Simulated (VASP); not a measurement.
# Zr (Im-3m) in VASP: further runs

Runs on Zr. Level: LDA. Tasks: electric field gradients.

Everything below comes from runs of VASP 6.6.1. Logs are shortened: lines on timing, memory, paths and dates and some standing lists are left out, and cuts for length are marked.

## Step 1: The cell of the first run

It takes space group Im-3m (No. 229, cubic). The conventional cell has a = 3.571 Å, b = 3.571 Å, c = 3.571 Å, α = 90.00°, β = 90.00°, γ = 90.00°. Within 4.1 Å of Zr (site symmetry m-3m) lie 14 Zr at 3.09 to 3.57 Å.

## Step 2: Electric field gradients, LDA (volume scaled by 0.96)

The input, INCAR:

```
PREC     = Accurate       # precision mode
ENCUT    = 520            # plane-wave cutoff, eV
EDIFF    = 1E-8           # SCF threshold, eV
ISMEAR   = -1             # smearing method
SIGMA    = 0.03           # smearing width, eV
LREAL    = False          # projectors in reciprocal space
LASPH    = True           # aspherical terms in the spheres
NELM     = 80             # most SCF steps
ALGO     = Normal         # electronic algorithm
ISIF     = 2              # what is computed and relaxed
LWAVE    = False          # write WAVECAR
LCHARG   = False          # write CHGCAR
GGA      = CA             # functional
LEFG     = True         
NBANDS   = 12             # bands
```

The input, KPOINTS:

```
regular mesh
0
Gamma
  16 16 16
```

The input, POSCAR:

```
Zr
1.0
   -1.7855375418      1.7855375418      1.7855375418
    1.7855375418     -1.7855375418      1.7855375418
    1.7855375418      1.7855375418     -1.7855375418
Zr
1
Direct
    0.0000000000      0.0000000000      0.0000000000
```

Potentials or basis: VASP PAW LDA potentials, release 64 (Zr_sv).

On the command line:

```
$ cat potpaw_LDA.64/Zr_sv/POTCAR > POTCAR
$ mpirun -np 1 vasp_std > vasp.out
```

OUTCAR:

```text
PREC = Accurate
   ENCUT = 520
   EDIFF = 1E-8
   ISMEAR = -1
   LREAL = False
   LASPH = True
   NELM = 80
   ISIF = 2
   GGA = CA

 ion  position               nearest neighbor table
   1  0.000  0.000  0.000-

  LATTYP: Found a body centered cubic cell.
 ALAT       =     3.5710750836

  Lattice vectors:

 A1 = (  -1.7855375418,   1.7855375418,   1.7855375418)
 A2 = (   1.7855375418,  -1.7855375418,   1.7855375418)
 A3 = (   1.7855375418,   1.7855375418,  -1.7855375418)

Analysis of symmetry for initial positions (statically):
=====================================================================
 Subroutine PRICEL returns:
 Original cell was already a primitive cell.

 Routine SETGRP: Setting up the symmetry group for a
 body centered cubic supercell.

 Subroutine GETGRP returns: Found 48 space group operations
 (whereof 48 operations were pure point group operations)
 out of a pool of 48 trial point group operations.

The static configuration has the point symmetry O_h .

Analysis of symmetry for dynamics (positions and initial velocities):
=====================================================================
 Subroutine PRICEL returns:
 Original cell was already a primitive cell.

 Routine SETGRP: Setting up the symmetry group for a
 body centered cubic supercell.

 Subroutine GETGRP returns: Found 48 space group operations
 (whereof 48 operations were pure point group operations)
 out of a pool of 48 trial point group operations.

The dynamic configuration has the point symmetry O_h .

 Subroutine INISYM returns: Found 48 space group operations
 (whereof 48 operations are pure point group operations),
 and found     1 'primitive' translations

----------------------------------------------------------------------------------------

                                     Primitive cell

  volume of cell :      22.7702

  direct lattice vectors                    reciprocal lattice vectors
    -1.785537542  1.785537542  1.785537542     0.000000000  0.280027716  0.280027716
     1.785537542 -1.785537542  1.785537542     0.280027716  0.000000000  0.280027716
     1.785537542  1.785537542 -1.785537542     0.280027716  0.280027716  0.000000000

  length of vectors
     3.092641741  3.092641741  3.092641741     0.396018994  0.396018994  0.396018994

  position of ions in fractional coordinates (direct lattice)
     0.000000000  0.000000000  0.000000000

  ion indices of the primitive-cell ions
   primitive index   ion index
                 1           1

----------------------------------------------------------------------------------------

 KPOINTS: regular mesh

Automatic generation of k-mesh.
 Grid dimensions read from file:
 generate k-points for:   16   16   16

 Generating k-lattice:

  Cartesian coordinates                     Fractional coordinates (reciprocal lattice)
     0.000000000  0.017501732  0.017501732     0.062500000  0.000000000  0.000000000
     0.017501732  0.000000000  0.017501732     0.000000000  0.062500000  0.000000000
     0.017501732  0.017501732  0.000000000     0.000000000  0.000000000  0.062500000

  Length of vectors
     0.024751187  0.024751187  0.024751187

  Shift w.r.t. Gamma in fractional coordinates (k-lattice)
     0.000000000  0.000000000  0.000000000

 Subroutine IBZKPT returns following result:
 ===========================================

 Found    145 irreducible k-points:

 Following reciprocal coordinates:
            Coordinates               Weight
  0.000000  0.000000  0.000000      1.000000
  0.062500  0.000000  0.000000     12.000000
  0.125000  0.000000  0.000000     12.000000
  0.187500  0.000000  0.000000     12.000000
  0.250000  0.000000  0.000000     12.000000
  0.312500  0.000000  0.000000     12.000000
[... 16 lines left out ...]
  0.187500  0.187500  0.000000     24.000000
  0.250000  0.187500 -0.000000     48.000000
 [... further k-points ...]
   k-points           NKPTS =    145   k-points in BZ     NKDIM =    145   number of bands    NBANDS=     12
   number of dos      NEDOS =    301   number of ions     NIONS =      1
   total plane-waves  NPLWV =  13824
   dimension x,y,z NGX =    24 NGY =   24 NGZ =   24
   dimension x,y,z NGXF=    48 NGYF=   48 NGZF=   48
   ions per type =               1
   NGX,Y,Z   is equivalent  to a cutoff of  12.90, 12.90, 12.90 a.u.
   NGXF,Y,Z  is equivalent  to a cutoff of  25.80, 25.80, 25.80 a.u.
 SYSTEM =  unknown system
   PREC   = accura    normal or accurate (medium, high low for compatibility)
   ISTART =      0    job   : 0-new  1-cont  2-samecut
   ICHARG =      2    charge: 1-file 2-atom 10-const
   ISPIN  =      1    spin polarized calculation?
   LNONCOLLINEAR =      F non collinear calculations
   LSORBIT =      F    spin-orbit coupling
   LASPH  =      T    aspherical Exc in radial PAW
   ENCUT  =  520.0 eV  38.22 Ry    6.18 a.u.   5.75  5.75  5.75*2*pi/ulx,y,z
   NELM   =     80;   NELMIN=  2; NELMDL= -5     # of ELM steps
   EDIFF  = 0.1E-07   stopping-criterion for ELM
   LREAL  =      F    real-space projection
   EDIFFG = 0.1E-06   stopping-criterion for IOM
   NSW    =      0    number of steps for IOM
   IBRION =     -1    ionic relax: 0-MD 1-quasi-New 2-CG
   NFREE  =      0    steps in history (QN), initial steepest desc. (CG)
   ISIF   =      2    stress and relaxation
   ISYM   =      2    0-nonsym 1-usesym 2-fastsym
   POTIM  = 0.5000    time-step for ionic-motion
   TEBEG  =    0.0;   TEEND  =   0.0 temperature during run
   PSTRESS=    0.0 pullay stress
   NELECT =      12.0000    total number of electrons
   NUPDOWN=      -1.0000    fix difference up-down
   EMIN   =  10.00;   EMAX   =-10.00  energy-range for DOS
   EFERMI =   0.00;   METHOD = LEGACY
   ISMEAR =    -1;   SIGMA  =   0.03  broadening in eV -4-tet -1-fermi 0-gaus
   EFERMI_NEDOS =   21; number of points for ismear=-14 and -15
   IALGO  =     38    algorithm
   IMIX   =      4    mixing-type and parameters
     AMIX     =   0.40;   BMIX     =  1.00
     AMIX_MAG =   1.60;   BMIX_MAG =  1.00
  volume/ion in A,a.u.               =      22.77       153.66
  Fermi-wavevector in a.u.,A,eV,Ry     =   1.322350  2.498878 23.791260  1.748608
  Thomas-Fermi vector in A             =   2.452037
   LORBIT       =      0    0 simple, 1 ext, 2 COOP (PROOUT), +10 PAW based schemes
   GGA     = CA    functional components
   LHFCALC =     F    Hartree Fock is set to
   AEXX    =    0.0000 exact exchange contribution
   IVDW    =     0    specifies the selected vdW correction
   LEPSILON=     F    determine dielectric tensor
   LRPA    =     F    only Hartree local field effects (RPA)
 non-spin polarized calculation
  energy-cutoff  :      520.00
  volume of cell :       22.77
 maximum number of plane-waves:       630
   NGX = 11   NGY = 11   NGZ = 11

 number of electron      12.0000000 magnetization

 Free energy of the ion-electron system (eV)
  ---------------------------------------------------
  ext. energy  EPLUGINS =         0.00000000
  ---------------------------------------------------
  free energy    TOTEN  =        -9.21463626 eV

  energy without entropy =       -9.20882442  energy(sigma->0) =       -9.21173034

 E-fermi :   8.7521     XC(G=0): -11.3900

 val. band max:        8.7517168445   @ k =   0.1250   0.1250   0.0625
 cond. band min:       8.7552115289   @ k =   0.1875   0.1250   0.0000
 fundamental gap:      0.0034946844
 Fermi energy:         8.7520799054

 k-point     1 :       0.0000    0.0000    0.0000
  band No.  band energies     occupation
      1     -39.4156      2.00000
      2     -17.0301      2.00000
      3     -17.0301      2.00000
      4     -17.0301      2.00000
      5       3.3779      2.00000
      6       9.8503      0.00000
      7       9.8503      0.00000
      8       9.8503      0.00000
      9      12.3987      0.00000
     10      12.3987      0.00000
     11      21.2607      0.00000
     12      21.2607      0.00000

 k-point     2 :       0.0625    0.0000    0.0000
  band No.  band energies     occupation
      1     -39.4093      2.00000
      2     -17.0733      2.00000
      3     -17.0432      2.00000
      4     -17.0304      2.00000
      5       3.5153      2.00000
      6       9.7587      0.00000
      7       9.8219      0.00000
      8       9.9833      0.00000
      9      12.2537      0.00000
     10      12.3973      0.00000
     11      21.3828      0.00000
     12      21.5075      0.00000
[... 316 lines left out ...]
 k-point    24 :       0.2500    0.1875   -0.0000
  band No.  band energies     occupation
      1     -39.2653      2.00000
      2     -17.8572      2.00000
      3     -17.3704      2.00000
      4     -17.1210      2.00000
      5       6.5548      2.00000
      6       8.2248      2.00000
      7       8.7864      0.48296
      8      11.8801      0.00000
      9      13.0783      0.00000
     10      14.5267      0.00000
     11      20.0294      0.00000
     12      21.6924      0.00000

 [... further k-points ...]
[... 5 lines left out ...]
  --------------------------------------------------------------------------------------
  -------------------------------------------------------------------------------------
  Total       -0.9326580     -0.9326580     -0.9326580      0.0000000      0.0000000      0.0000000
  in kB      -65.6245041    -65.6245041    -65.6245041      0.0000000      0.0000000      0.0000000
  external PRESSURE =     -65.6245041 kB  Pullay stress =       0.0000000 kB

 VOLUME and BASIS-vectors are now :
 -----------------------------------------------------------------------------
  energy-cutoff  :      520.00
  volume of cell :       22.77
      direct lattice vectors                 reciprocal lattice vectors
    -1.785537542  1.785537542  1.785537542     0.000000000  0.280027716  0.280027716
     1.785537542 -1.785537542  1.785537542     0.280027716  0.000000000  0.280027716
     1.785537542  1.785537542 -1.785537542     0.280027716  0.280027716  0.000000000

 POSITION                                       TOTAL-FORCE (eV/Angst)
 -----------------------------------------------------------------------------------
      0.00000      0.00000      0.00000        -0.000000      0.000000     -0.000000
 -----------------------------------------------------------------------------------
    total drift:                                0.000000      0.000000     -0.000000

  FREE ENERGIE OF THE ION-ELECTRON SYSTEM (eV)
  ---------------------------------------------------
  free  energy   TOTEN  =        -9.2146362615 eV

  energy  without entropy=       -9.2088244178  energy(sigma->0) =       -9.21173034

 Electric field gradients (V/A^2)
---------------------------------------------------------------------
 ion       V_xx      V_yy      V_zz      V_xy      V_xz      V_yz
---------------------------------------------------------------------
   1      -0.000    -0.000    -0.000    -0.000    -0.000    -0.000
---------------------------------------------------------------------

 Electric field gradients after diagonalization (V/A^2)
 (convention: |V_zz| > |V_xx| > |V_yy|)
----------------------------------------------------------------------
 ion       V_xx      V_yy      V_zz     asymmetry (V_yy - V_xx)/ V_zz
----------------------------------------------------------------------
   1       0.000     0.000    -0.000       0.000
----------------------------------------------------------------------

           NMR quadrupolar parameters

 Cq : quadrupolar parameter    Cq=e*Q*V_zz/h
 eta: asymmetry parameters     (V_yy - V_xx)/ V_zz
 Q  : nuclear electric quadrupole moment in mb (millibarn)
----------------------------------------------------------------------
 ion       Cq(MHz)       eta       Q (mb)
----------------------------------------------------------------------
   1      -0.000       0.000       1.000
----------------------------------------------------------------------
```

Run time: 34 s. Hardware: 1 thread of Intel Xeon Platinum 8259CL at 2.50GHz (Skylake/Cascade Lake), shared host; peak memory 0.15 GiB.

Results:

```
Free energy            : -9.2146 eV
Pressure               : -6.6 GPa
Band gap on the k mesh : zero (band 6 reaches 9.85 eV, above the bottom of band 7 at 8.01 eV)
```

Caveat: without QUAD_EFG the Cq values of the log hold for a quadrupole moment of 1 mb, not for the nuclei.

## Step 3: Electric field gradients, LDA (volume scaled by 0.96)

The input, INCAR:

```
SYSTEM = Zr
PREC = Accurate
ENCUT = 520
EDIFF = 1E-8
ISMEAR = -1
SIGMA = 0.03
LREAL = .FALSE.
LASPH = .TRUE.
NELM = 100
ALGO = Normal
ISIF = 2
LWAVE = .FALSE.
LCHARG = .FALSE.
GGA = CA
LEFG = .TRUE.
NBANDS = 12
```

The input, KPOINTS:

```
regular mesh
0
G
  16 16 16
  0 0 0
```

POSCAR is that of step 2.

Potentials or basis: VASP PAW LDA potentials, release 64 (Zr_sv).

On the command line:

```
$ cat potpaw_LDA.64/Zr_sv/POTCAR > POTCAR
$ mpirun -np 1 vasp_std > vasp.out
```

OUTCAR:

```text
SYSTEM = Zr
   PREC = Accurate
   ENCUT = 520
   EDIFF = 1E-8
   ISMEAR = -1
   LREAL = .FALSE.
   LASPH = .TRUE.
   NELM = 100
   ISIF = 2
   GGA = CA

 ion  position               nearest neighbor table
   1  0.000  0.000  0.000-

  LATTYP: Found a body centered cubic cell.
 ALAT       =     3.5710750836

  Lattice vectors:

 A1 = (  -1.7855375418,   1.7855375418,   1.7855375418)
 A2 = (   1.7855375418,  -1.7855375418,   1.7855375418)
 A3 = (   1.7855375418,   1.7855375418,  -1.7855375418)

[... 563 lines left out ...]
    total drift:                                0.000000      0.000000     -0.000000

  FREE ENERGIE OF THE ION-ELECTRON SYSTEM (eV)
  ---------------------------------------------------
  free  energy   TOTEN  =        -9.2146362615 eV

  energy  without entropy=       -9.2088244178  energy(sigma->0) =       -9.21173034

 Electric field gradients (V/A^2)
---------------------------------------------------------------------
 ion       V_xx      V_yy      V_zz      V_xy      V_xz      V_yz
---------------------------------------------------------------------
   1      -0.000    -0.000    -0.000    -0.000    -0.000    -0.000
---------------------------------------------------------------------

 Electric field gradients after diagonalization (V/A^2)
 (convention: |V_zz| > |V_xx| > |V_yy|)
----------------------------------------------------------------------
 ion       V_xx      V_yy      V_zz     asymmetry (V_yy - V_xx)/ V_zz
----------------------------------------------------------------------
   1       0.000     0.000    -0.000       0.000
----------------------------------------------------------------------

           NMR quadrupolar parameters

 Cq : quadrupolar parameter    Cq=e*Q*V_zz/h
 eta: asymmetry parameters     (V_yy - V_xx)/ V_zz
 Q  : nuclear electric quadrupole moment in mb (millibarn)
----------------------------------------------------------------------
 ion       Cq(MHz)       eta       Q (mb)
----------------------------------------------------------------------
   1      -0.000       0.000       1.000
----------------------------------------------------------------------
```

stdout:

```text
POSCAR found type information on POSCAR Zr
 POSCAR found :  1 types and       1 ions
 scaLAPACK will be used
 LDA part: xc-table for (Slater(with rela. corr.)+CA(PZ))
 , standard interpolation
 POSCAR, INCAR and KPOINTS ok, starting setup
 FFT: planning ... GRIDC
 FFT: planning ... GRID_SOFT
 FFT: planning ... GRID
 WAVECAR not read
 entering main loop
ion   1
```

It took 38 s on 1 thread of Intel Xeon Platinum 8259CL at 2.50GHz (Skylake/Cascade Lake), shared host; peak memory 0.15 GiB.

What came out:

| Quantity | Value |
| --- | --- |
| Free energy | -9.2146 eV |
| Pressure | -6.6 GPa |
| Band gap on the k mesh | zero (band 6 reaches 9.85 eV, above the bottom of band 7 at 8.01 eV) |

Levels at points of the mesh, in eV from the Fermi level:
```
           k point  band 3  band 4  band 5  band 6  band 7  band 8  band 9  band 10
(0.00, 0.00, 0.00)  -25.78  -25.78   -5.37    1.10    1.10    1.10    3.65     3.65
(0.50, 0.00, 0.00)  -26.12  -25.79   -2.84   -0.73    1.77    3.64    4.33     6.48
(0.50, 0.50, 0.50)  -26.51  -26.51   -2.62   -2.62    5.78    5.78    5.78     7.58
```

Caveat: without QUAD_EFG the Cq values of the log hold for a quadrupole moment of 1 mb, not for the nuclei.
